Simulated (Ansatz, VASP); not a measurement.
# One calculation of SiC, two programs

```
CELL_PARAMETERS angstrom
3.13733 0.08251 0.00000
-1.49721 2.67576 0.00000
0.00000 0.00000 4.93272
ATOMIC_POSITIONS crystal
Si 0.33521 0.66641 0.25000
Si 0.66479 0.33359 0.75000
C 0.67833 0.33220 0.25000
C 0.32167 0.66780 0.75000
```

Change from the starting cell: shear_xy strain +5.3%.

Alike in both runs: task single point; functional PBE; k mesh 12 × 12 × 6; occupations fermi-dirac, width 0.02 eV; no spin polarisation.

|  | VASP | Ansatz |
| --- | --- | --- |
| version | VASP 6.6.1 | Ansatz 0.2.0 |
| potentials or method | VASP PAW PBE potentials, release 64 (Si, C) | plane waves, PAW |
| plane-wave cutoff (eV) | 600 | 420 |
| valence electrons in the cell | 16 | 16 |

|  | VASP | Ansatz | Ansatz less VASP |
| --- | --- | --- | --- |
| pressure (GPa) | 3.7 | 3.9 | +0.23 |
| traceless stress, the component that is largest in VASP (GPa) | -9.37 | -9.31 | +0.062 |
| rms of the force components (eV/Å) | 0.024 | 0.025 | +0.0002 |

Atom by atom the forces differ by 0.000 eV/Å (rms over components). With one functional, cell and mesh, what is left measures potentials, basis and numerics.
